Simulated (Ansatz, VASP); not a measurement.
# BN in VASP and in Ansatz

INCAR

```
  PREC = Accurate
  ENCUT = 910
  EDIFF = 1E-6
  ISMEAR = 0
  SIGMA = 0.1
  LREAL = False
  LASPH = True
  NELM = 120
  ALGO = Normal
  ISIF = 2
  LWAVE = False
  LCHARG = False
  NBANDS = 11
  GGA_COMPAT = False
```

Contents of KPOINTS:

```
regular mesh
0
Gamma
  8 8 8
```

Contents of POSCAR:

```
BN
1.0
    0.0000000000      1.8130010000      1.8130010000
    1.8130010000      0.0000000000      1.8130010000
    1.8130010000      1.8130010000      0.0000000000
B N
1 1
Direct
    0.0000000000      0.0000000000      0.0000000000
    0.2500000000      0.2500000000      0.2500000000
```

Input for Ansatz:

```yaml
crystal:
  lattice:
    - [0.0, 1.813001, 1.813001]
    - [1.813001, 0.0, 1.813001]
    - [1.813001, 1.813001, 0.0]
  atoms:
    - { symbol: B, position: [0.0, 0.0, 0.0] }
    - { symbol: "N", position: [0.25, 0.25, 0.25] }
basis:
  ecutwfc: 420
kpoints:
  mp_grid: { grid: [8, 8, 8] }
hamiltonian:
  xc: lda
  pseudopotentials: { kind: paw, azcp: { folder: soft_1 } }
scf:
  occupations: { method: gaussian, width: 0.1 }
output:
  forces: true
  stress: true
  eigenvalues: true
```

Alike in both runs: task single point; functional LDA; k mesh 8 × 8 × 8; occupations gaussian, width 0.1 eV; no spin polarisation.

|  | VASP | Ansatz |
| --- | --- | --- |
| version | VASP 6.6.1 | Ansatz 0.2.0 |
| potentials or method | VASP PAW LDA potentials, release 64 (B_h, N_h), cutoff 910 eV | scalar-relativistic, plane waves, PAW |
| valence electrons in the cell | 8 | 8 |

VASP gave:

```
gap on the k mesh at the Fermi level (eV) : 4.34
least direct gap on the mesh (eV)         : 8.64
```

Q: Estimate Ansatz's values.

A: gap on the k mesh at the Fermi level (eV): 4.34; least direct gap on the mesh (eV): 8.65.

Ansatz warns that its potentials were made for another functional, while VASP's fit it. LDA's correlation is that of Perdew and Zunger in VASP and of Perdew and Wang (1992) in Ansatz.

Noted on VASP's run: the cutoff is short for stress, so the pressure is rough.
